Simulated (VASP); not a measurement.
# CdS (Pm-3m) in VASP: settings compared, part 2 of 2

VASP 6.6.1.

### Step 7. Single point, HSE06

Contents of POSCAR:

```
CdS
1.0
    3.3869086140      0.0000000000      0.0000000000
    0.0000000000      3.3869086140      0.0000000000
    0.0000000000      0.0000000000      3.3869086140
Cd S
1 1
Direct
    0.0000000000      0.0000000000      0.0000000000
    0.5000000000      0.5000000000      0.5000000000
```

Contents of INCAR.step1:

```
ALGO = Normal
EDIFF = 1E-5
ENCUT = 520
GGA = PE
ISIF = 2
ISMEAR = -1
LASPH = T
LCHARG = F
LREAL = F
LWAVE = T
NBANDS = 16
NELM = 100
PREC = Accurate
SIGMA = 0.02
```

Contents of INCAR.step2:

```
ALGO = Normal
EDIFF = 1E-6
ENCUT = 520
GGA = PE
HFSCREEN = 0.2079
ISIF = 2
ISMEAR = -1
ISTART = 1
LASPH = T
LCHARG = F
LHFCALC = T
LREAL = F
LWAVE = F
NBANDS = 16
NELM = 100
PREC = Accurate
PRECFOCK = Normal
SIGMA = 0.02
```

Contents of KPOINTS:

```
k-points
0
Gamma
  4 4 4
```

Potentials or basis: VASP PAW PBE potentials, release 64 (Cd, S).

Launch:

```bash
$ cat potpaw_PBE.64/Cd/POTCAR potpaw_PBE.64/S/POTCAR > POTCAR
$ cp INCAR.step1 INCAR
$ mpirun -np 1 vasp_std > vasp.out
$ cp INCAR.step2 INCAR
$ mpirun -np 1 vasp_std > vasp.out
```

OUTCAR:

```text
EDIFF = 1E-6
   ENCUT = 520
   GGA = PE
   HFSCREEN = 0.2079
   ISIF = 2
   ISMEAR = -1
   ISTART = 1
   LASPH = T
   LHFCALC = T
   LREAL = F
   NELM = 100
   PREC = Accurate
   PRECFOCK = Normal

 ion  position               nearest neighbor table
   1  0.000  0.000  0.000-   2 2.93   2 2.93   2 2.93   2 2.93   2 2.93   2 2.93   2 2.93   2 2.93

   2  0.500  0.500  0.500-   1 2.93   1 2.93   1 2.93   1 2.93   1 2.93   1 2.93   1 2.93   1 2.93

  LATTYP: Found a simple cubic cell.
 ALAT       =     3.3869086140

  Lattice vectors:

 A1 = (   3.3869086140,   0.0000000000,   0.0000000000)
 A2 = (   0.0000000000,   3.3869086140,   0.0000000000)
 A3 = (   0.0000000000,   0.0000000000,   3.3869086140)

Analysis of symmetry for initial positions (statically):
=====================================================================
 Subroutine PRICEL returns:
 Original cell was already a primitive cell.

 Routine SETGRP: Setting up the symmetry group for a
 simple cubic supercell.

 Subroutine GETGRP returns: Found 48 space group operations
 (whereof 48 operations were pure point group operations)
 out of a pool of 48 trial point group operations.

The static configuration has the point symmetry O_h .

Analysis of symmetry for dynamics (positions and initial velocities):
=====================================================================
 Subroutine PRICEL returns:
 Original cell was already a primitive cell.

 Routine SETGRP: Setting up the symmetry group for a
 simple cubic supercell.
[... 107 lines left out ...]
   IALGO  =     38    algorithm
   IMIX   =      1    mixing-type and parameters
     AMIX     =   0.40;   BMIX     =  1.00
     AMIX_MAG =   1.60;   BMIX_MAG =  1.00
  volume/ion in A,a.u.               =      19.43       131.09
  Fermi-wavevector in a.u.,A,eV,Ry     =   1.266763  2.393836 21.833128  1.604690
  Thomas-Fermi vector in A             =   2.399947
   LORBIT       =      0    0 simple, 1 ext, 2 COOP (PROOUT), +10 PAW based schemes
   GGA     = PE    functional components
   LHFCALC =     T    Hartree Fock is set to
   PRECFOCK=normal    Normal, Fast or Accurate (Low or Medium for compatibility)
   ENCUT4O =  -1.0   cutoff for four orbital integrals eV
   NKREDX  =     1    reduce k-point grid by
   NKREDY  =     1    reduce k-point grid by
   NKREDZ  =     1    reduce k-point grid by
   AEXX    =    0.2500 exact exchange contribution
   HFSCREEN=    0.2079 screening length (either q_TF or 0.3 A-1)
   HFSCREENC=   0.2079 screening length for correlation (either q_TF or 0.3 A-1)
   ENCUTFOCK=  -1.0 apply spherical cutoff to Coloumb kernel
   IVDW    =     0    specifies the selected vdW correction
   LEPSILON=     F    determine dielectric tensor
   LRPA    =     F    only Hartree local field effects (RPA)
 non-spin polarized calculation
  energy-cutoff  :      520.00
  volume of cell :       38.85
 maximum number of plane-waves:      1064
 NGX is ok and might be reduce to    28
  NGX = 20; NGY = 20; NGZ = 20

 number of electron      17.9999993 magnetization

 Free energy of the ion-electron system (eV)
  ---------------------------------------------------
  ext. energy  EPLUGINS =         0.00000000
  ---------------------------------------------------
  free energy    TOTEN  =        -6.12759970 eV

  energy without entropy =       -6.12411858  energy(sigma->0) =       -6.12585914

 E-fermi :   3.6933     XC(G=0):  -8.8955

 val. band max:        3.6520618494   @ k =   0.5000   0.2500   0.0000
 cond. band min:       3.7316534694   @ k =   0.5000   0.5000   0.0000
 fundamental gap:      0.0795916200
 Fermi energy:         3.6933083297

 k-point     1 :       0.0000    0.0000    0.0000
  band No.  band energies     occupation
      1     -11.2707      2.00000
      2      -6.6481      2.00000
      3      -6.6481      2.00000
      4      -6.0710      2.00000
      5      -6.0710      2.00000
      6      -6.0710      2.00000
[... 167 lines left out ...]
      3      -6.7783      2.00000
      4      -6.7783      2.00000
      5      -5.8343      2.00000
      6      -5.8343      2.00000
[... 8 lines left out ...]
     15      22.5508      0.00000
     16      22.5508      0.00000

------------------------ aborting loop because EDIFF is reached ----------------------------------------

  FORCE on cell =-STRESS in cart. coord.  units (eV):
  Direction    XX          YY          ZZ          XY          YZ          ZX
  --------------------------------------------------------------------------------------
  -------------------------------------------------------------------------------------
  Total        0.2141904      0.2141904      0.2141904      0.0000000      0.0000000     -0.0000000
  in kB        8.8328376      8.8328376      8.8328376      0.0000000      0.0000000     -0.0000000
  external PRESSURE =       8.8328376 kB  Pullay stress =       0.0000000 kB

 VOLUME and BASIS-vectors are now :
 -----------------------------------------------------------------------------
  energy-cutoff  :      520.00
  volume of cell :       38.85
      direct lattice vectors                 reciprocal lattice vectors
     3.386908614  0.000000000  0.000000000     0.295254497  0.000000000  0.000000000
     0.000000000  3.386908614  0.000000000     0.000000000  0.295254497  0.000000000
     0.000000000  0.000000000  3.386908614     0.000000000  0.000000000  0.295254497

 POSITION                                       TOTAL-FORCE (eV/Angst)
 -----------------------------------------------------------------------------------
      0.00000      0.00000      0.00000         0.000000      0.000000      0.000000
      1.69345      1.69345      1.69345         0.000000      0.000000      0.000000
 -----------------------------------------------------------------------------------
    total drift:                                0.000001      0.000003     -0.000000

  FREE ENERGIE OF THE ION-ELECTRON SYSTEM (eV)
  ---------------------------------------------------
  free  energy   TOTEN  =        -6.1275996953 eV

  energy  without entropy=       -6.1241185791  energy(sigma->0) =       -6.12585914
```

Run time: 6.9 min. Hardware: 1 thread of Intel Xeon 6975P-C, shared host; peak memory 0.27 GiB.

Results:

| Item | Value |
| --- | --- |
| Free energy | -6.1276 eV |
| Pressure | 0.9 GPa |
| Band gap on the k mesh | zero (band 9 reaches 3.65 eV, above the bottom of band 10 at 3.30 eV) |

Levels at points of the mesh, in eV from the Fermi level:
```tsv
k point	band 6	band 7	band 8	band 9	band 10	band 11	band 12	band 13
(0.00, 0.00, 0.00)	-9.76	-1.46	-1.46	-1.46	-0.39	7.38	7.38	13.14
(0.50, 0.00, 0.00)	-9.74	-6.68	-0.11	-0.11	4.08	5.64	8.14	8.23
(0.50, 0.50, 0.00)	-9.26	-5.02	-5.02	-0.50	0.04	8.82	8.82	9.64
(0.50, 0.50, 0.50)	-9.53	-2.43	-2.43	-2.43	2.32	2.32	2.32	3.98
```

Caveat: the k points lie up to 0.46 Å⁻¹ apart; the PAW data sets were made with another functional, which shifts forces and pressure a little.

### Step 8. The runs side by side

```tsv
level	potentials or basis	spin	k mesh	smearing	grid for exact exchange (PRECFOCK)	screening parameter	gap on the mesh (eV)	pressure (GPa)
PBE	VASP PAW PBE potentials, release 64 (Cd, S)	off	6 × 6 × 6	fermi-dirac 0.02 eV	-	-	none	2.0
PBE	VASP PAW PBE potentials, release 64 (Cd, S)	off	6 × 6 × 6	gaussian 0.001 eV	-	-	none	2.1
LDA	VASP PAW LDA potentials, release 64 (Cd, S)	off	6 × 6 × 6	fermi-dirac 0.02 eV	-	-	none	-4.8
PBE	VASP PAW PBE potentials, release 64 (Cd, S)	collinear, ferromagnetic start	6 × 6 × 6	fermi-dirac 0.02 eV	-	-	none	2.0
HSE06	VASP PAW PBE potentials, release 64 (Cd, S)	off	4 × 4 × 4	fermi-dirac 0.02 eV	Normal	0.2079 1/Å	none	0.9
```

Alike in all rows: task single point; cell as given; cutoff (eV) 520.

Caveats: some runs use coarse meshes; the PAW data sets were made with another functional, which shifts forces and pressure a little (some runs).

Total energies depend on the potentials used, so only differences within one code and one set of settings carry meaning.
